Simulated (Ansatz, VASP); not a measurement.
# ZrIn2Se3: VASP beside Ansatz

```
Zr In Se
1.0
     3.63819    0.00000    0.00000
     0.00000    3.63819    0.00000
     0.00000    0.00000   11.01510
Zr In Se
1 2 3
Cartesian
  1.8191 1.8191 0.0000
  1.8191 1.8191 3.5780
  1.8191 1.8191 7.4371
  0.0000 0.0000 9.2424
  0.0000 0.0000 1.7727
  0.0000 0.0000 5.5075
```

Change from the starting cell: species swapped into the Li3Tl2Cd type (P4/mmm, No. 123).

Alike in both runs: task relaxation of cell and atoms; functional PBE; k mesh 6 × 6 × 2; occupations gaussian, width 0.1 eV; no spin polarisation.

```csv
,VASP,Ansatz
version,VASP 6.6.1,Ansatz 0.2.0
potentials or method,"VASP PAW PBE potentials, release 64 (Zr_sv, In_d, Se), cutoff 600 eV","scalar-relativistic, plane waves, PAW"
valence electrons in the cell,56,86
```

```csv
,VASP,Ansatz,Ansatz less VASP
"gap on the k mesh at the Fermi level, each at its own relaxed structure (eV)",none,none,-
relaxed volume (Å³/atom),23.24,23.17,-0.070
relaxed length of the cell vector where the two differ most in proportion (Å),11.264,11.246,-0.0185
```

A gap of «none» marks a metal or a gap that the smearing closes. VASP's potentials hold 56 valence electrons a cell and Ansatz's 86, so a difference there can come from the potentials and not from the codes.
